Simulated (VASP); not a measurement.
# SnO in VASP: notebook

SnO is run at these levels: PBE+D3(BJ); tasks: single point.

All numbers are computed with VASP 6.6.1; they aren't measurements. Logs are shortened: lines on timing, memory, paths and dates and some standing lists are left out, and cuts for length are marked.

**1. The cell of the first run**

The cell holds a slab with vacuum, 4 atoms: a = 3.820 Å, b = 3.820 Å, c = 30.632 Å, α = 90.00°, β = 90.00°, γ = 90.00°.

**2. Single point, PBE+D3(BJ) (a layer taken out of the bulk)**

Contents of INCAR:

```
ALGO = Normal
DIPOL = 0.5 0.5 0.500
EDIFF = 1E-6
ENCUT = 520
GGA = PE
IDIPOL = 3
ISIF = 2
ISMEAR = 0
IVDW = 12
LASPH = True
LCHARG = False
LDIPOL = True
LREAL = False
LWAVE = False
NBANDS = 28
NELM = 60
PREC = Accurate
SIGMA = 0.02
```

Contents of KPOINTS:

```
k-points
0
Gamma
  6 6 1
```

Contents of POSCAR:

```
SnO
1.0
    3.8201708766      0.0000000000      0.0000000000
    0.0000000000      3.8201708766      0.0000000000
    0.0000000000      0.0000000000     30.6319093377
Sn O
2 2
Direct
    0.5000000000      0.0000000000      0.4614285220
    0.0000000000      0.5000000000      0.5385714780
    0.0000000000      0.0000000000      0.5000000000
    0.5000000000      0.5000000000      0.5000000000
```

Potentials or basis: VASP PAW PBE potentials, release 64 (Sn_d, O).

Command:

```sh
> cat potpaw_PBE.64/Sn_d/POTCAR potpaw_PBE.64/O/POTCAR > POTCAR
> mpirun -np 1 vasp_std > vasp.out
```

OUTCAR:

```text
EDIFF = 1E-6
   ENCUT = 520
   GGA = PE
   ISIF = 2
   ISMEAR = 0
   IVDW = 12
   LASPH = True
   LREAL = False
   NELM = 60
   PREC = Accurate
 IVDW          = 12

 ion  position               nearest neighbor table
   1  0.500  0.000  0.461-   3 2.25   4 2.25   4 2.25   3 2.25   2 3.59   2 3.59   2 3.59   2 3.59

   2  0.000  0.500  0.539-   3 2.25   4 2.25   3 2.25   4 2.25   1 3.59   1 3.59   1 3.59   1 3.59

   3  0.000  0.000  0.500-   1 2.25   2 2.25   2 2.25   1 2.25
   4  0.500  0.500  0.500-   1 2.25   2 2.25   1 2.25   2 2.25

  LATTYP: Found a simple tetragonal cell.
 ALAT       =     3.8201708766
 C/A-ratio  =     8.0184657512

  Lattice vectors:

 A1 = (   3.8201708766,   0.0000000000,   0.0000000000)
 A2 = (   0.0000000000,   3.8201708766,   0.0000000000)
 A3 = (   0.0000000000,   0.0000000000,  30.6319093377)

Analysis of symmetry for initial positions (statically):
=====================================================================
 Subroutine PRICEL returns:
 Original cell was already a primitive cell.

 Routine SETGRP: Setting up the symmetry group for a
 simple tetragonal supercell.

 Subroutine GETGRP returns: Found 16 space group operations
 (whereof  8 operations were pure point group operations)
 out of a pool of 16 trial point group operations.

The static configuration has the point symmetry D_2d.
 The point group associated with its full space group is D_4h.

Analysis of symmetry for dynamics (positions and initial velocities):
=====================================================================
 Subroutine PRICEL returns:
 Original cell was already a primitive cell.

 Routine SETGRP: Setting up the symmetry group for a
 simple tetragonal supercell.

 Subroutine GETGRP returns: Found 16 space group operations
 (whereof  8 operations were pure point group operations)
 out of a pool of 16 trial point group operations.

The dynamic configuration has the point symmetry D_2d.
 The point group associated with its full space group is D_4h.

 Subroutine INISYM returns: Found 16 space group operations
 (whereof  8 operations are pure point group operations),
 and found     1 'primitive' translations

----------------------------------------------------------------------------------------

                                     Primitive cell

  volume of cell :     447.0331

  direct lattice vectors                    reciprocal lattice vectors
     3.820170877  0.000000000  0.000000000     0.261768395  0.000000000  0.000000000
     0.000000000  3.820170877  0.000000000     0.000000000  0.261768395  0.000000000
     0.000000000  0.000000000 30.631909338     0.000000000  0.000000000  0.032645696

  length of vectors
     3.820170877  3.820170877 30.631909338     0.261768395  0.261768395  0.032645696

  position of ions in fractional coordinates (direct lattice)
     0.500000000  0.000000000  0.461428522
     0.000000000  0.500000000  0.538571478
     0.000000000  0.000000000  0.500000000
     0.500000000  0.500000000  0.500000000

  ion indices of the primitive-cell ions
   primitive index   ion index
                 1           1
                 2           2
                 3           3
                 4           4

----------------------------------------------------------------------------------------

 KPOINTS: k-points

Automatic generation of k-mesh.
 Grid dimensions read from file:
 generate k-points for:    6    6    1

 Generating k-lattice:

  Cartesian coordinates                     Fractional coordinates (reciprocal lattice)
     0.043628066  0.000000000  0.000000000     0.166666667  0.000000000  0.000000000
     0.000000000  0.043628066  0.000000000     0.000000000  0.166666667  0.000000000
     0.000000000  0.000000000  0.032645696     0.000000000  0.000000000  1.000000000

  Length of vectors
     0.043628066  0.043628066  0.032645696

  Shift w.r.t. Gamma in fractional coordinates (k-lattice)
     0.000000000  0.000000000  0.000000000

 Subroutine IBZKPT returns following result:
 ===========================================

 Found     10 irreducible k-points:

 Following reciprocal coordinates:
            Coordinates               Weight
  0.000000  0.000000  0.000000      1.000000
  0.166667  0.000000  0.000000      4.000000
  0.333333  0.000000  0.000000      4.000000
  0.500000  0.000000  0.000000      2.000000
  0.166667  0.166667  0.000000      4.000000
  0.333333  0.166667  0.000000      8.000000
  0.500000  0.166667  0.000000      4.000000
  0.333333  0.333333  0.000000      4.000000
  0.500000  0.333333  0.000000      4.000000
  0.500000  0.500000  0.000000      1.000000
   k-points           NKPTS =     10   k-points in BZ     NKDIM =     10   number of bands    NBANDS=     28
   number of dos      NEDOS =    301   number of ions     NIONS =      4
   total plane-waves  NPLWV = 188160
   dimension x,y,z NGX =    28 NGY =   28 NGZ =  240
   dimension x,y,z NGXF=    56 NGYF=   56 NGZF=  480
   ions per type =               2   2
   NGX,Y,Z   is equivalent  to a cutoff of  12.19, 12.19, 13.03 a.u.
   NGXF,Y,Z  is equivalent  to a cutoff of  24.37, 24.37, 26.05 a.u.
 SYSTEM =  unknown system
   PREC   = accura    normal or accurate (medium, high low for compatibility)
   ISTART =      0    job   : 0-new  1-cont  2-samecut
   ICHARG =      2    charge: 1-file 2-atom 10-const
   ISPIN  =      1    spin polarized calculation?
   LNONCOLLINEAR =      F non collinear calculations
   LSORBIT =      F    spin-orbit coupling
   LASPH  =      T    aspherical Exc in radial PAW
   ENCUT  =  520.0 eV  38.22 Ry    6.18 a.u.   7.10  7.10 56.96*2*pi/ulx,y,z
   NELM   =     60;   NELMIN=  2; NELMDL= -5     # of ELM steps
   EDIFF  = 0.1E-05   stopping-criterion for ELM
   LREAL  =      F    real-space projection
   EDIFFG = 0.1E-04   stopping-criterion for IOM
   NSW    =      0    number of steps for IOM
   IBRION =     -1    ionic relax: 0-MD 1-quasi-New 2-CG
   NFREE  =      0    steps in history (QN), initial steepest desc. (CG)
   ISIF   =      2    stress and relaxation
   ISYM   =      2    0-nonsym 1-usesym 2-fastsym
   POTIM  = 0.5000    time-step for ionic-motion
   TEBEG  =    0.0;   TEEND  =   0.0 temperature during run
   PSTRESS=    0.0 pullay stress
   NELECT =      40.0000    total number of electrons
   NUPDOWN=      -1.0000    fix difference up-down
   EMIN   =  10.00;   EMAX   =-10.00  energy-range for DOS
   EFERMI =   0.00;   METHOD = LEGACY
   ISMEAR =     0;   SIGMA  =   0.02  broadening in eV -4-tet -1-fermi 0-gaus
   EFERMI_NEDOS =   21; number of points for ismear=-14 and -15
   IALGO  =     38    algorithm
   IMIX   =      4    mixing-type and parameters
     AMIX     =   0.40;   BMIX     =  1.00
     AMIX_MAG =   1.60;   BMIX_MAG =  1.00
  volume/ion in A,a.u.               =     111.76       754.18
  Fermi-wavevector in a.u.,A,eV,Ry     =   0.732231  1.383716  7.294936  0.536163
  Thomas-Fermi vector in A             =   1.824644
   LORBIT       =      0    0 simple, 1 ext, 2 COOP (PROOUT), +10 PAW based schemes
   GGA     = PE    functional components
   LHFCALC =     F    Hartree Fock is set to
   AEXX    =    0.0000 exact exchange contribution
   IVDW    =    12    specifies the selected vdW correction
   LEPSILON=     F    determine dielectric tensor
   LRPA    =     F    only Hartree local field effects (RPA)
 non-spin polarized calculation
 Gauss-broadening in eV      SIGMA  =   0.02
  energy-cutoff  :      520.00
  volume of cell :      447.03
 maximum number of plane-waves:     12070
   NGX = 15   NGY = 15   NGZ =113

 dipolmoment           0.000000      0.000000     -0.000000 electrons x Angstroem

 number of electron      39.9999978 magnetization

 dipolmoment           0.000000      0.000000      0.000000 electrons x Angstroem

 Free energy of the ion-electron system (eV)
  ---------------------------------------------------
  ext. energy  EPLUGINS =         0.00000000
  ---------------------------------------------------
  free energy    TOTEN  =       -22.57797467 eV

  energy without entropy =      -22.57797467  energy(sigma->0) =      -22.57797467

 E-fermi :  -3.4605     XC(G=0):  -2.0964

 val. band max:       -3.6085107594   @ k =   0.1667   0.1667   0.0000
 cond. band min:      -0.5163380150   @ k =   0.0000   0.0000   0.0000
 fundamental gap:      3.0921727444
 Fermi energy:        -3.4605110982

 k-point     1 :       0.0000    0.0000    0.0000
  band No.  band energies     occupation
      1     -24.1935      2.00000
      2     -23.8328      2.00000
      3     -23.7947      2.00000
      4     -23.7947      2.00000
      5     -23.7794      2.00000
      6     -23.7494      2.00000
[... 20 lines left out ...]
     27       2.0116      0.00000
     28       2.2093      0.00000

 k-point     2 :       0.1667    0.0000    0.0000
  band No.  band energies     occupation
      1     -24.1814      2.00000
      2     -23.8401      2.00000
      3     -23.7971      2.00000
      4     -23.7934      2.00000
      5     -23.7889      2.00000
      6     -23.7853      2.00000
[... 20 lines left out ...]
     27       2.2918      0.00000
     28       2.4212      0.00000

 k-point     3 :       0.3333    0.0000    0.0000
  band No.  band energies     occupation
      1     -24.1475      2.00000
      2     -23.9700      2.00000
      3     -23.8023      2.00000
      4     -23.7967      2.00000
      5     -23.7878      2.00000
      6     -23.7862      2.00000
[... 20 lines left out ...]
     27       2.9014      0.00000
     28       3.1689      0.00000

 k-point     4 :       0.5000    0.0000    0.0000
  band No.  band energies     occupation
      1     -24.0829      2.00000
      2     -24.0829      2.00000
      3     -23.8036      2.00000
      4     -23.8036      2.00000
      5     -23.7817      2.00000
      6     -23.7817      2.00000
[... 144 lines left out ...]
     27       4.0040      0.00000
     28       4.0149      0.00000

 k-point     9 :       0.5000    0.3333    0.0000
  band No.  band energies     occupation
      1     -24.1186      2.00000
      2     -24.1186      2.00000
      3     -23.7978      2.00000
      4     -23.7978      2.00000
      5     -23.7727      2.00000
      6     -23.7727      2.00000
[... 20 lines left out ...]
     27       3.9836      0.00000
     28       3.9836      0.00000

 k-point    10 :       0.5000    0.5000    0.0000
  band No.  band energies     occupation
      1     -24.1332      2.00000
      2     -24.1332      2.00000
      3     -23.8002      2.00000
      4     -23.8002      2.00000
      5     -23.7623      2.00000
      6     -23.7623      2.00000
[... 20 lines left out ...]
     27       3.9072      0.00000
     28       3.9072      0.00000

------------------------ aborting loop because EDIFF is reached ----------------------------------------

 vacuum level on the upper side and lower side of the slab       (xc-potential included)        -0.006        -0.006

 Edisp (eV)   -0.54856

 E8    (eV) :    -0.2481

  FORCE on cell =-STRESS in cart. coord.  units (eV):
  Direction    XX          YY          ZZ          XY          YZ          ZX
  --------------------------------------------------------------------------------------
  -------------------------------------------------------------------------------------
  Total       0.10701     0.10701     0.16441     0.00000     0.00000    -0.00000
  in kB       0.38353     0.38353     0.58926     0.00000     0.00000    -0.00000
  external pressure =        0.45 kB  Pullay stress =        0.00 kB

 VOLUME and BASIS-vectors are now :
 -----------------------------------------------------------------------------
  energy-cutoff  :      520.00
  volume of cell :      447.03
      direct lattice vectors                 reciprocal lattice vectors
     3.820170877  0.000000000  0.000000000     0.261768395  0.000000000  0.000000000
     0.000000000  3.820170877  0.000000000     0.000000000  0.261768395  0.000000000
     0.000000000  0.000000000 30.631909338     0.000000000  0.000000000  0.032645696

 POSITION                                       TOTAL-FORCE (eV/Angst)
 -----------------------------------------------------------------------------------
      1.91009      0.00000     14.13444        -0.000000      0.000000     -0.097577
      0.00000      1.91009     16.49747        -0.000000      0.000000      0.097577
      0.00000      0.00000     15.31595        -0.000000     -0.000000      0.000000
      1.91009      1.91009     15.31595         0.000000      0.000000      0.000000
 -----------------------------------------------------------------------------------
    total drift:                                0.000000      0.000000      0.000000

  FREE ENERGIE OF THE ION-ELECTRON SYSTEM (eV)
  ---------------------------------------------------
  free  energy   TOTEN  =       -23.1265366089 eV

  energy  without entropy=      -23.1265366089  energy(sigma->0) =      -23.12653661

 vacuum level on the upper side and lower side of the slab         1.784         1.784
```

Run time: 5.7 min. Hardware: 1 thread of AMD EPYC 7R13, shared host; peak memory 0.44 GiB.

Results:

- Free energy: -23.1265 eV
- Largest force: 0.098 eV/Å
- Band gap on the k mesh: 3.09 eV (least direct gap 3.14 eV)
- Dispersion energy per atom: -0.137 eV

Forces in eV/Å, atoms in the order of the input:
```
Sn   0.000  0.000 -0.098
Sn   0.000  0.000  0.098
O    0.000  0.000  0.000
O    0.000  0.000  0.000
```

Caveat: the cell differs from its parent crystal (a layer taken out of the bulk); spin-orbit coupling is left out, which moves the levels of the heavy elements.

(Continued in part 2 of 2.)
